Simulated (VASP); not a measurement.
WS2, 3 atoms in the cell. The cell holds a slab with vacuum, 3 atoms: a = 3.184 Å, b = 3.184 Å, c = 16.951 Å, α = 90.00°, β = 90.00°, γ = 120.00°. 

```yaml
Program: VASP 6.6.1
Task: vibrations by perturbation theory
Functional: PBEsol
Potentials_or_basis: VASP PAW PBE potentials, release 64 (W_sv, S)
Cutoff: 520 eV
k_mesh: 12 × 12 × 2
Occupations: gaussian, width 0.05 eV
Spin: no spin polarisation
Dipole_correction: no
Further_INCAR_settings: ALGO = Normal; EDIFF = 1e-08; IBRION = 8; NSW = 1
```

Potentials or basis: VASP PAW PBE potentials, release 64 (W_sv, S).

The run is started by

```console
$ cat potpaw_PBE.64/W_sv/POTCAR potpaw_PBE.64/S/POTCAR > POTCAR
$ mpirun -np 1 vasp_std > vasp.out
```

Hardware: 1 thread of Intel(R) Xeon(R) Platinum 8488C (Sapphire Rapids) (shared host).

Q: Estimate the wall time of this run.

A: Run time: 25 min on 1 thread of Intel(R) Xeon(R) Platinum 8488C (Sapphire Rapids) (shared host), peak memory 0.9 GiB. Counts: scf iterations 90, k points 38.
